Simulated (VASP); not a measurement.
Crystal: Sn.

```
Sn
1.0
     0.00000    3.23334    3.23334
     3.23334    0.00000    3.23334
     3.23334    3.23334    0.00000
Sn
2
Cartesian
  4.8500 4.8500 4.8500
  3.2333 3.2333 3.2333
```

This isn't the form of Sn at room conditions, which is tetragonal (white tin).

Base run:

- Program: VASP 6.6.1
- Functional: PBE
- Potentials or basis: VASP PAW PBE potentials, release 64 (Sn_d)
- Cutoff: 520 eV
- k mesh: 7 × 7 × 7
- Occupations: gaussian, width 0.026 eV
- Spin: no spin polarisation

Its results: band gap on the k mesh zero (bands 14 and 15 overlap by 0.04 eV); pressure 3.8 GPa.

Problem. The run is repeated on the same cell with these changes: functional from PBE to RPBE; occupations from gaussian, width 0.026 eV to gaussian, width 0.1 eV. What comes out?

Solution. Band gap on the k mesh zero (filled and empty bands touch); pressure 5.2 GPa.

Caveats: the cell stands under pressure; spin-orbit coupling is left out, which moves the levels of the heavy elements; the PAW data sets were made with another functional, which shifts forces and pressure a little (at least some runs).
